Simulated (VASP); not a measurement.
# Cu (P6_3/mmc) in VASP: single point with LDA

Aim: the single point of Cu with LDA.

All numbers are computed with VASP 6.6.1; they aren't measurements. Logs are shortened: lines on timing, memory, paths and dates and some standing lists are left out, and cuts for length are marked.

## 1. The cell of the first run

The structure is hexagonal, space group P6_3/mmc (No. 194). Conventional cell: a = 2.531 Å, b = 2.531 Å, c = 8.262 Å, α = 90.00°, β = 90.00°, γ = 120.00°. Cu (site symmetry -3m) has 12 Cu at 2.53 Å within 3.3 Å. Cu (site symmetry -6m2) has 12 Cu at 2.53 Å within 3.3 Å.

## 2. Single point, LDA

Input file INCAR:

```
ALGO = Normal
EDIFF = 1E-6
ENCUT = 520
ISIF = 2
ISMEAR = 1
LASPH = T
LCHARG = F
LREAL = F
LWAVE = F
NBANDS = 30
NELM = 60
PREC = Accurate
SIGMA = 0.1
```

Input file KPOINTS:

```
k-points
0
Gamma
  13 13 4
```

Input file POSCAR:

```
Cu
1.0
    2.5307640300      0.0000000000      0.0000000000
   -1.2653820100      2.1917059400      0.0000000000
    0.0000000000      0.0000000000      8.2618150800
Cu
4
Direct
    0.0000000000      0.0000000000      0.0000000000
    0.3333333333      0.6666666667      0.2500000000
    0.0000000000      0.0000000000      0.5000000000
    0.6666666667      0.3333333333      0.7500000000
```

Potentials or basis: VASP PAW LDA potentials, release 64 (Cu).

The run is started by

```sh
$ cat potpaw_LDA.64/Cu/POTCAR > POTCAR
$ mpirun -np 1 vasp_std > vasp.out
```

OUTCAR:

```text
EDIFF = 1E-6
   ENCUT = 520
   ISIF = 2
   ISMEAR = 1
   LASPH = T
   LREAL = F
   NELM = 60
   PREC = Accurate

 ion  position               nearest neighbor table
   1  0.000  0.000  0.000-   2 2.53   4 2.53   2 2.53   4 2.53   4 2.53   2 2.53
   2  0.333  0.667  0.250-   1 2.53   3 2.53   1 2.53   3 2.53   1 2.53   3 2.53
   3  0.000  0.000  0.500-   2 2.53   4 2.53   2 2.53   4 2.53   4 2.53   2 2.53
   4  0.667  0.333  0.750-   1 2.53   3 2.53   1 2.53   3 2.53   1 2.53   3 2.53

  LATTYP: Found a hexagonal cell.
 ALAT       =     2.5307640300
 C/A-ratio  =     3.2645537008

  Lattice vectors:

 A1 = (   2.5307640300,   0.0000000000,   0.0000000000)
 A2 = (  -1.2653820100,   2.1917059400,   0.0000000000)
 A3 = (   0.0000000000,   0.0000000000,   8.2618150800)

Analysis of symmetry for initial positions (statically):
=====================================================================
 Subroutine PRICEL returns:
 Original cell was already a primitive cell.

 Routine SETGRP: Setting up the symmetry group for a
 hexagonal supercell.

 Subroutine GETGRP returns: Found 24 space group operations
 (whereof 12 operations were pure point group operations)
 out of a pool of 24 trial point group operations.

The static configuration has the point symmetry D_3d.
 The point group associated with its full space group is D_6h.

Analysis of symmetry for dynamics (positions and initial velocities):
=====================================================================
 Subroutine PRICEL returns:
 Original cell was already a primitive cell.

 Routine SETGRP: Setting up the symmetry group for a
 hexagonal supercell.

 Subroutine GETGRP returns: Found 24 space group operations
 (whereof 12 operations were pure point group operations)
 out of a pool of 24 trial point group operations.

The dynamic configuration has the point symmetry D_3d.
 The point group associated with its full space group is D_6h.

 Subroutine INISYM returns: Found 24 space group operations
 (whereof 12 operations are pure point group operations),
 and found     1 'primitive' translations

----------------------------------------------------------------------------------------

                                     Primitive cell

  volume of cell :      45.8257

  direct lattice vectors                    reciprocal lattice vectors
     2.530764030  0.000000000  0.000000000     0.395137590  0.228132793  0.000000000
    -1.265382010  2.191705940  0.000000000     0.000000000  0.456265588  0.000000000
     0.000000000  0.000000000  8.261815080     0.000000000  0.000000000  0.121038778

  length of vectors
     2.530764030  2.530764027  8.261815080     0.456265588  0.456265588  0.121038778

  position of ions in fractional coordinates (direct lattice)
     0.000000000  0.000000000  0.000000000
     0.333333333  0.666666667  0.250000000
     0.000000000  0.000000000  0.500000000
     0.666666667  0.333333333  0.750000000

  ion indices of the primitive-cell ions
   primitive index   ion index
                 1           1
                 2           2
                 3           3
                 4           4

----------------------------------------------------------------------------------------

 KPOINTS: k-points

Automatic generation of k-mesh.
 Grid dimensions read from file:
 generate k-points for:   13   13    4

 Generating k-lattice:

  Cartesian coordinates                     Fractional coordinates (reciprocal lattice)
     0.030395199  0.017548676  0.000000000     0.076923077  0.000000000  0.000000000
     0.000000000  0.035097353  0.000000000     0.000000000  0.076923077  0.000000000
     0.000000000  0.000000000  0.030259694     0.000000000  0.000000000  0.250000000

  Length of vectors
     0.035097353  0.035097353  0.030259694

  Shift w.r.t. Gamma in fractional coordinates (k-lattice)
     0.000000000  0.000000000  0.000000000

 Subroutine IBZKPT returns following result:
 ===========================================

 Found     63 irreducible k-points:

 Following reciprocal coordinates:
            Coordinates               Weight
  0.000000  0.000000  0.000000      1.000000
  0.076923  0.000000  0.000000      6.000000
  0.153846  0.000000  0.000000      6.000000
  0.230769  0.000000  0.000000      6.000000
  0.307692  0.000000  0.000000      6.000000
  0.384615  0.000000  0.000000      6.000000
[... 16 lines left out ...]
  0.076923  0.000000  0.250000     12.000000
  0.153846  0.000000  0.250000     12.000000
 [... further k-points ...]
   k-points           NKPTS =     63   k-points in BZ     NKDIM =     63   number of bands    NBANDS=     30
   number of dos      NEDOS =    301   number of ions     NIONS =      4
   total plane-waves  NPLWV =  25600
   dimension x,y,z NGX =    20 NGY =   20 NGZ =   64
   dimension x,y,z NGXF=    40 NGYF=   40 NGZF=  128
   ions per type =               4
   NGX,Y,Z   is equivalent  to a cutoff of  13.14, 13.14, 12.88 a.u.
   NGXF,Y,Z  is equivalent  to a cutoff of  26.28, 26.28, 25.76 a.u.
 SYSTEM =  unknown system
   PREC   = accura    normal or accurate (medium, high low for compatibility)
   ISTART =      0    job   : 0-new  1-cont  2-samecut
   ICHARG =      2    charge: 1-file 2-atom 10-const
   ISPIN  =      1    spin polarized calculation?
   LNONCOLLINEAR =      F non collinear calculations
   LSORBIT =      F    spin-orbit coupling
   LASPH  =      T    aspherical Exc in radial PAW
   ENCUT  =  520.0 eV  38.22 Ry    6.18 a.u.   4.71  4.71 15.36*2*pi/ulx,y,z
   NELM   =     60;   NELMIN=  2; NELMDL= -5     # of ELM steps
   EDIFF  = 0.1E-05   stopping-criterion for ELM
   LREAL  =      F    real-space projection
   EDIFFG = 0.1E-04   stopping-criterion for IOM
   NSW    =      0    number of steps for IOM
   IBRION =     -1    ionic relax: 0-MD 1-quasi-New 2-CG
   NFREE  =      0    steps in history (QN), initial steepest desc. (CG)
   ISIF   =      2    stress and relaxation
   ISYM   =      2    0-nonsym 1-usesym 2-fastsym
   POTIM  = 0.5000    time-step for ionic-motion
   TEBEG  =    0.0;   TEEND  =   0.0 temperature during run
   PSTRESS=    0.0 pullay stress
   NELECT =      44.0000    total number of electrons
   NUPDOWN=      -1.0000    fix difference up-down
   EMIN   =  10.00;   EMAX   =-10.00  energy-range for DOS
   EFERMI =   0.00;   METHOD = LEGACY
   ISMEAR =     1;   SIGMA  =   0.10  broadening in eV -4-tet -1-fermi 0-gaus
   EFERMI_NEDOS =   21; number of points for ismear=-14 and -15
   IALGO  =     38    algorithm
   IMIX   =      4    mixing-type and parameters
     AMIX     =   0.40;   BMIX     =  1.00
     AMIX_MAG =   1.60;   BMIX_MAG =  1.00
  volume/ion in A,a.u.               =      11.46        77.31
  Fermi-wavevector in a.u.,A,eV,Ry     =   1.615062  3.052025 35.489789  2.608426
  Thomas-Fermi vector in A             =   2.709870
   LORBIT       =      0    0 simple, 1 ext, 2 COOP (PROOUT), +10 PAW based schemes
   GGA     = CA    functional components
   LHFCALC =     F    Hartree Fock is set to
   AEXX    =    0.0000 exact exchange contribution
   IVDW    =     0    specifies the selected vdW correction
   LEPSILON=     F    determine dielectric tensor
   LRPA    =     F    only Hartree local field effects (RPA)
 non-spin polarized calculation
 Methfessel and Paxton  Order N= 1 SIGMA  =   0.10
  energy-cutoff  :      520.00
  volume of cell :       45.83
 maximum number of plane-waves:      1246
 NGX is ok and might be reduce to    20
   NGX =  9   NGY =  9   NGZ = 31

 number of electron      43.9999989 magnetization

 Free energy of the ion-electron system (eV)
  ---------------------------------------------------
  ext. energy  EPLUGINS =         0.00000000
  ---------------------------------------------------
  free energy    TOTEN  =       -18.76127261 eV

  energy without entropy =      -18.76034771  energy(sigma->0) =      -18.76096431

 E-fermi :   7.8348     XC(G=0): -13.2817

 val. band max:        7.8155759549   @ k =   0.2308   0.1538   0.2500
 cond. band min:       7.8739639110   @ k =   0.3846   0.0769   0.0000
 fundamental gap:      0.0583879560
 Fermi energy:         7.8348101541

 k-point     1 :       0.0000    0.0000    0.0000
  band No.  band energies     occupation
      1      -1.8570      2.00000
      2       0.3033      2.00000
      3       0.3050      2.00000
      4       2.4293      2.00000
      5       4.2984      2.00000
      6       4.3081      2.00000
[... 22 lines left out ...]
     29      29.9058      0.00000
     30      29.9276      0.00000

 k-point     2 :       0.0769    0.0000    0.0000
  band No.  band energies     occupation
      1      -1.6615      2.00000
      2       0.4775      2.00000
      3       0.4791      2.00000
      4       2.5454      2.00000
      5       4.2021      2.00000
      6       4.2597      2.00000
[... 22 lines left out ...]
     29      28.1125      0.00000
     30      28.2532      0.00000

 k-point     3 :       0.1538    0.0000    0.0000
  band No.  band energies     occupation
      1      -1.0867      2.00000
      2       0.9722      2.00000
      3       0.9737      2.00000
      4       2.8512      2.00000
      5       4.0208      2.00000
      6       4.1447      2.00000
[... 22 lines left out ...]
     29      24.7976      0.00000
     30      24.8462      0.00000

 k-point     4 :       0.2308    0.0000    0.0000
  band No.  band energies     occupation
      1      -0.1755      2.00000
      2       1.6739      2.00000
      3       1.6747      2.00000
      4       3.1850      2.00000
      5       3.8754      2.00000
      6       3.9352      2.00000
[... 616 lines left out ...]
     29      29.6189      0.00000
     30      30.0235      0.00000

 k-point    23 :       0.0769    0.0000    0.2500
  band No.  band energies     occupation
      1      -1.5172      2.00000
      2      -0.4066      2.00000
      3       1.4233      2.00000
      4       2.4698      2.00000
      5       4.2784      2.00000
      6       4.3060      2.00000
[... 22 lines left out ...]
     29      27.5619      0.00000
     30      28.2439      0.00000

 k-point    24 :       0.1538    0.0000    0.2500
  band No.  band energies     occupation
      1      -0.9467      2.00000
      2       0.1258      2.00000
      3       1.8655      2.00000
      4       2.7964      2.00000
      5       4.0229      2.00000
      6       4.1726      2.00000
[... 22 lines left out ...]
     29      24.2562      0.00000
     30      25.9470      0.00000

 [... further k-points ...]
[... 5 lines left out ...]
  --------------------------------------------------------------------------------------
  -------------------------------------------------------------------------------------
  Total       -2.3318786     -2.3318785     -1.6890884     -0.0000000      0.0000000      0.0000000
  in kB      -81.5280588    -81.5280588    -59.0545751     -0.0000002      0.0000000      0.0000000
  external PRESSURE =     -74.0368976 kB  Pullay stress =       0.0000000 kB

 VOLUME and BASIS-vectors are now :
 -----------------------------------------------------------------------------
  energy-cutoff  :      520.00
  volume of cell :       45.83
      direct lattice vectors                 reciprocal lattice vectors
     2.530764030  0.000000000  0.000000000     0.395137590  0.228132793  0.000000000
    -1.265382010  2.191705940  0.000000000     0.000000000  0.456265588  0.000000000
     0.000000000  0.000000000  8.261815080     0.000000000  0.000000000  0.121038778

 POSITION                                       TOTAL-FORCE (eV/Angst)
 -----------------------------------------------------------------------------------
      0.00000      0.00000      0.00000        -0.000000      0.000000      0.000000
      0.00000      1.46114      2.06545        -0.000000     -0.000000      0.000000
      0.00000      0.00000      4.13091        -0.000000      0.000000      0.000000
      1.26538      0.73057      6.19636         0.000000      0.000000     -0.000000
 -----------------------------------------------------------------------------------
    total drift:                                0.000000     -0.000000      0.000000

  FREE ENERGIE OF THE ION-ELECTRON SYSTEM (eV)
  ---------------------------------------------------
  free  energy   TOTEN  =       -18.7612726084 eV

  energy  without entropy=      -18.7603477139  energy(sigma->0) =      -18.76096431
```

It took 68 s on 1 thread of Intel Xeon 6975P-C, shared host; peak memory 0.18 GiB.

What came out:

* Free energy: -18.7613 eV
* Pressure: -7.4 GPa
* Band gap on the k mesh: zero (band 22 reaches 11.10 eV, above the bottom of band 23 at 5.86 eV)
